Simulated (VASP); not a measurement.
# N (P2_13) in VASP: electric field gradients with PBE

Aim: the electric field gradients of N with PBE.

Everything below comes from runs of VASP 6.6.1. Logs are shortened: lines on timing, memory, paths and dates and some standing lists are left out, and cuts for length are marked.

## 1. The cell of the first run

The structure is cubic, space group P2_13 (No. 198). Conventional cell: a = 5.649 Å, b = 5.649 Å, c = 5.649 Å, α = 90.00°, β = 90.00°, γ = 90.00°. N (site symmetry 3) has 12 N at 3.78 to 4.25 Å within 5.0 Å.

## 2. Electric field gradients, PBE

File INCAR:

```
ALGO = Normal
EDIFF = 1E-8
ENCUT = 520
GGA = PE
GGA_COMPAT = False
ISIF = 2
ISMEAR = -1
LASPH = True
LCHARG = False
LEFG = True
LREAL = False
LWAVE = False
NBANDS = 18
NELM = 120
PREC = Accurate
SIGMA = 0.02
```

File KPOINTS:

```
k-points
0
Gamma
  4 4 4
```

File POSCAR:

```
N
1.0
    5.6490000000      0.0000000000      0.0000000000
    0.0000000000      5.6490000000      0.0000000000
    0.0000000000      0.0000000000      5.6490000000
N
4
Direct
    0.0300000000      0.0300000000      0.0300000000
    0.4700000000      0.9700000000      0.5300000000
    0.5300000000      0.4700000000      0.9700000000
    0.9700000000      0.5300000000      0.4700000000
```

Potentials or basis: VASP PAW PBE potentials, release 64 (N).

Launch:

```bash
> cat potpaw_PBE.64/N/POTCAR > POTCAR
> mpirun -np 1 vasp_std > vasp.out
```

OUTCAR:

```text
EDIFF = 1E-8
   ENCUT = 520
   GGA = PE
   ISIF = 2
   ISMEAR = -1
   LASPH = True
   LREAL = False
   NELM = 120
   PREC = Accurate

 ion  position               nearest neighbor table
   1  0.030  0.030  0.030-
   2  0.470  0.970  0.530-
   3  0.530  0.470  0.970-
   4  0.970  0.530  0.470-

  LATTYP: Found a simple cubic cell.
 ALAT       =     5.6490000000

  Lattice vectors:

 A1 = (   5.6490000000,   0.0000000000,   0.0000000000)
 A2 = (   0.0000000000,   5.6490000000,   0.0000000000)
 A3 = (   0.0000000000,   0.0000000000,   5.6490000000)

Analysis of symmetry for initial positions (statically):
=====================================================================
 Subroutine PRICEL returns:
 Original cell was already a primitive cell.

 Routine SETGRP: Setting up the symmetry group for a
 simple cubic supercell.

 Subroutine GETGRP returns: Found 12 space group operations
 (whereof  3 operations were pure point group operations)
 out of a pool of 48 trial point group operations.

The static configuration has the point symmetry C_3 .
 The point group associated with its full space group is T   .

Analysis of symmetry for dynamics (positions and initial velocities):
=====================================================================
 Subroutine PRICEL returns:
 Original cell was already a primitive cell.

 Routine SETGRP: Setting up the symmetry group for a
 simple cubic supercell.

 Subroutine GETGRP returns: Found 12 space group operations
 (whereof  3 operations were pure point group operations)
 out of a pool of 48 trial point group operations.

The dynamic configuration has the point symmetry C_3 .
 The point group associated with its full space group is T   .

 Subroutine INISYM returns: Found 12 space group operations
 (whereof  3 operations are pure point group operations),
 and found     1 'primitive' translations

[... 123 lines left out ...]
 Free energy of the ion-electron system (eV)
  ---------------------------------------------------
  ext. energy  EPLUGINS =         0.00000000
  ---------------------------------------------------
  free energy    TOTEN  =        -2.55009326 eV

  energy without entropy =       -2.51083559  energy(sigma->0) =       -2.53046443

 E-fermi :  -5.4749     XC(G=0):  -5.0769

 val. band max:       -5.4751888393   @ k =   0.5000   0.5000   0.0000
 cond. band min:      -5.4689610551   @ k =   0.2500   0.2500   0.0000
 fundamental gap:      0.0062277842
 Fermi energy:        -5.4749461343

 k-point     1 :       0.0000    0.0000    0.0000
  band No.  band energies     occupation
      1     -17.2148      2.00000
      2     -17.0197      2.00000
      3     -17.0197      2.00000
      4     -17.0197      2.00000
      5      -5.9401      2.00000
      6      -5.9401      2.00000
[... 208 lines left out ...]
      5      -6.0271      2.00000
      6      -6.0271      2.00000
[... 10 lines left out ...]
     17       4.2194      0.00000
     18       4.2194      0.00000

------------------------ aborting loop because EDIFF is reached ----------------------------------------

  FORCE on cell =-STRESS in cart. coord.  units (eV):
  Direction    XX          YY          ZZ          XY          YZ          ZX
  --------------------------------------------------------------------------------------
  -------------------------------------------------------------------------------------
  Total       -4.4752659     -4.4752659     -4.4752659      0.0000000      0.0000000      0.0000000
  in kB      -39.7754131    -39.7754131    -39.7754131      0.0000000      0.0000000      0.0000000
  external PRESSURE =     -39.7754131 kB  Pullay stress =       0.0000000 kB

 VOLUME and BASIS-vectors are now :
 -----------------------------------------------------------------------------
  energy-cutoff  :      520.00
  volume of cell :      180.27
      direct lattice vectors                 reciprocal lattice vectors
     5.649000000  0.000000000  0.000000000     0.177022482  0.000000000  0.000000000
     0.000000000  5.649000000  0.000000000     0.000000000  0.177022482  0.000000000
     0.000000000  0.000000000  5.649000000     0.000000000  0.000000000  0.177022482

 POSITION                                       TOTAL-FORCE (eV/Angst)
 -----------------------------------------------------------------------------------
      0.16947      0.16947      0.16947         0.219383      0.219383      0.219383
      2.65503      5.47953      2.99397        -0.219383     -0.219383      0.219383
      2.99397      2.65503      5.47953         0.219383     -0.219383     -0.219383
      5.47953      2.99397      2.65503        -0.219383      0.219383     -0.219383
 -----------------------------------------------------------------------------------
    total drift:                                0.000000      0.000000      0.000000

  FREE ENERGIE OF THE ION-ELECTRON SYSTEM (eV)
  ---------------------------------------------------
  free  energy   TOTEN  =        -2.5500932627 eV

  energy  without entropy=       -2.5108355911  energy(sigma->0) =       -2.53046443

 Electric field gradients (V/A^2)
---------------------------------------------------------------------
 ion       V_xx      V_yy      V_zz      V_xy      V_xz      V_yz
---------------------------------------------------------------------
   1      -0.000     0.000     0.000    -3.253    -3.253    -3.253
   2      -0.000     0.000     0.000    -3.253     3.253     3.253
   3      -0.000     0.000     0.000     3.253     3.253    -3.253
   4      -0.000     0.000     0.000     3.253    -3.253     3.253
---------------------------------------------------------------------

 Electric field gradients after diagonalization (V/A^2)
 (convention: |V_zz| > |V_xx| > |V_yy|)
----------------------------------------------------------------------
 ion       V_xx      V_yy      V_zz     asymmetry (V_yy - V_xx)/ V_zz
----------------------------------------------------------------------
   1       3.253     3.253    -6.507       0.000
   2       3.253     3.253    -6.507       0.000
   3       3.253     3.253    -6.507       0.000
   4       3.253     3.253    -6.507       0.000
----------------------------------------------------------------------

           NMR quadrupolar parameters

 Cq : quadrupolar parameter    Cq=e*Q*V_zz/h
 eta: asymmetry parameters     (V_yy - V_xx)/ V_zz
 Q  : nuclear electric quadrupole moment in mb (millibarn)
----------------------------------------------------------------------
 ion       Cq(MHz)       eta       Q (mb)
----------------------------------------------------------------------
   1      -0.016       0.000       1.000
   2      -0.016       0.000       1.000
   3      -0.016       0.000       1.000
   4      -0.016       0.000       1.000
----------------------------------------------------------------------
```

OSZICAR:

```text
N       E                     dE             d eps       ncg     rms          rms(c)
DAV:   1     0.976081018340E+02    0.97608E+02   -0.72073E+03   396   0.834E+02
DAV:   2     0.629925950154E+01   -0.91309E+02   -0.90057E+02   610   0.167E+02
DAV:   3    -0.236209471775E+01   -0.86614E+01   -0.82497E+01   430   0.529E+01
DAV:   4    -0.262430927478E+01   -0.26221E+00   -0.25831E+00   422   0.955E+00
DAV:   5    -0.263199369312E+01   -0.76844E-02   -0.76772E-02   482   0.154E+00    0.159E+00
DAV:   6    -0.255211826566E+01    0.79875E-01   -0.23622E-01   414   0.221E+00    0.436E-01
DAV:   7    -0.254828689265E+01    0.38314E-02   -0.24602E-02   542   0.727E-01    0.256E-01
DAV:   8    -0.254900491002E+01   -0.71802E-03   -0.10522E-03   466   0.169E-01    0.143E-01
DAV:   9    -0.255005820677E+01   -0.10533E-02   -0.80379E-04   412   0.216E-01    0.197E-02
DAV:  10    -0.255007745301E+01   -0.19246E-04   -0.12372E-05   526   0.209E-02    0.103E-02
DAV:  11    -0.255009296616E+01   -0.15513E-04   -0.14184E-05   412   0.268E-02    0.123E-03
DAV:  12    -0.255009307871E+01   -0.11254E-06   -0.40160E-07   512   0.359E-03    0.879E-04
DAV:  13    -0.255009320734E+01   -0.12863E-06   -0.90451E-08   428   0.182E-03    0.370E-04
DAV:  14    -0.255009323019E+01   -0.22848E-07   -0.17676E-08   248   0.831E-04    0.169E-04
DAV:  15    -0.255009326664E+01   -0.36452E-07   -0.22159E-09   236   0.443E-04    0.618E-05
DAV:  16    -0.255009326275E+01    0.38895E-08   -0.30100E-10   218   0.101E-04
   1 F= -.25500933E+01 E0= -.25304644E+01  d E =-.392577E-01
```

Run time: 40 s. Hardware: 1 thread of Intel Xeon 8259CL, shared host; peak memory 0.25 GiB.

Results:

| Property | Result |
| --- | --- |
| Free energy | -2.5501 eV |
| Pressure | -4.0 GPa |
| Largest force | 0.380 eV/Å |
| Band gap on the k mesh | zero (bands 10 and 11 overlap by 0.16 eV) |
| Largest electric field gradient by atom | N -6.5 V/Å² |

Forces on the atoms (eV/Å):
```
N    0.219  0.219  0.219
N   -0.219 -0.219  0.219
N    0.219 -0.219 -0.219
N   -0.219  0.219 -0.219
```

Electric field gradients, principal values (V/Å²):
| atom | least | middle | greatest (by size) |
| --- | --- | --- | --- |
| 1 N | 3.253 | 3.253 | -6.507 |
| 2 N | 3.253 | 3.253 | -6.507 |
| 3 N | 3.253 | 3.253 | -6.507 |
| 4 N | 3.253 | 3.253 | -6.507 |

Caveat: the cell stands under tension; the nearest neighbours stand farther apart than a usual bond; without QUAD_EFG the Cq values of the log hold for a quadrupole moment of 1 mb, not for the nuclei.
